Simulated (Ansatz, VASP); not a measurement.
Ta4Mo: VASP beside Ansatz

```
CELL_PARAMETERS angstrom
7.79636 0.00000 0.00000
0.00000 7.79636 0.00000
0.00000 0.00000 2.56452
ATOMIC_POSITIONS crystal
Ta 0.67203 0.00000 0.50000
Ta 0.32797 0.00000 0.50000
Ta 0.00000 0.67203 0.50000
Ta 0.00000 0.32797 0.50000
Mo 0.00000 0.00000 0.50000
```

Alike in both runs: task relaxation of cell and atoms; functional PBE; k mesh 6 × 6 × 14; occupations gaussian, width 0.1 eV; no spin polarisation.

|  | VASP | Ansatz |
| --- | --- | --- |
| version | VASP 6.6.1 | Ansatz 0.2.0 |
| potentials or method | VASP PAW PBE potentials, release 64 (Ta_pv, Mo_sv), cutoff 600 eV | scalar-relativistic, plane waves, PAW |
| valence electrons in the cell | 58 | 66 |

```csv
,VASP,Ansatz,Ansatz less VASP
"gap on the k mesh at the Fermi level, each at its own relaxed structure (eV)",none,none,-
relaxed volume (Å³/atom),31.11,31.04,-0.064
relaxed length of the cell vector where the two differ most in proportion (Å),2.595,2.593,-0.0023
```

A gap of «none» marks a metal or a gap that the smearing closes. VASP's potentials hold 58 valence electrons a cell and Ansatz's 66, so a difference there can come from the potentials and not from the codes.

Neither program's run includes spin-orbit coupling.
